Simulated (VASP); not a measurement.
Fe: single point with PBEsol

The system is Fe.

```
CELL_PARAMETERS angstrom
2.46619 0.00000 0.00000
-1.23309 2.13578 0.00000
0.00000 0.00000 3.89249
ATOMIC_POSITIONS crystal
Fe 0.66667 0.33333 0.75000
Fe 0.33333 0.66667 0.25000
```

This cell differs from its parent crystal: volume scaled by 1.04.

| Quantity | Value |
| --- | --- |
| Program | VASP 6.6.1 |
| Task | single point |
| Functional | PBEsol |
| Potentials or basis | VASP PAW PBE potentials, release 64 (Fe) |
| Cutoff | 600 eV |
| k mesh | 12 × 12 × 7 |
| Occupations | fermi-dirac, width 0.05 eV |
| Spin | collinear spin, ferromagnetic start |
| Starting moments | [3.0, 3.0] μB |
| Dipole correction | no |
| Further INCAR settings | ALGO = Normal; EDIFF = 1e-06; NBANDS = 19 |

```json
{
  "Pressure": "-13.1 GPa",
  "Band gap on the k mesh": "zero (filled and empty bands overlap)",
  "Net moment": "0.00 μB per cell",
  "Valence electrons inside the program's atomic spheres": "Fe 7.50"
}
```

Stress tensor (GPa, compression positive):
```
-13.44   0.00   0.00
  0.00 -13.44   0.00
  0.00   0.00 -12.49
```

Levels at points of the mesh, in eV from the Fermi level:
Spin up:
| k point | band 4 | band 5 | band 6 | band 7 | band 8 | band 9 | band 10 | band 11 | band 12 | band 13 |
| --- | --- | --- | --- | --- | --- | --- | --- | --- | --- | --- |
| (0.00, 0.00, 0.00) | -1.66 | -1.52 | -1.20 | -1.20 | -0.86 | -0.86 | 0.50 | 0.69 | 0.69 | 8.69 |
| (0.50, 0.00, 0.00) | -2.09 | -1.97 | -1.53 | -1.08 | 0.79 | 1.01 | 1.06 | 2.63 | 4.75 | 11.17 |
Spin down:
| k point | band 5 | band 6 | band 7 | band 8 | band 9 | band 10 | band 11 | band 12 |
| --- | --- | --- | --- | --- | --- | --- | --- | --- |
| (0.00, 0.00, 0.00) | -1.53 | -1.20 | -1.20 | -0.87 | -0.87 | 0.50 | 0.69 | 0.69 |
| (0.50, 0.00, 0.00) | -1.97 | -1.53 | -1.08 | 0.79 | 1.01 | 1.06 | 2.63 | 4.75 |

Run time: 2.1 min on 1 thread of AMD EPYC 7R13, with other jobs on the host, peak memory 0.15 GiB.

Caveat: the starting moments collapsed, and a magnetic state may lie lower; the PAW data sets were made with another functional, which shifts forces and pressure a little.
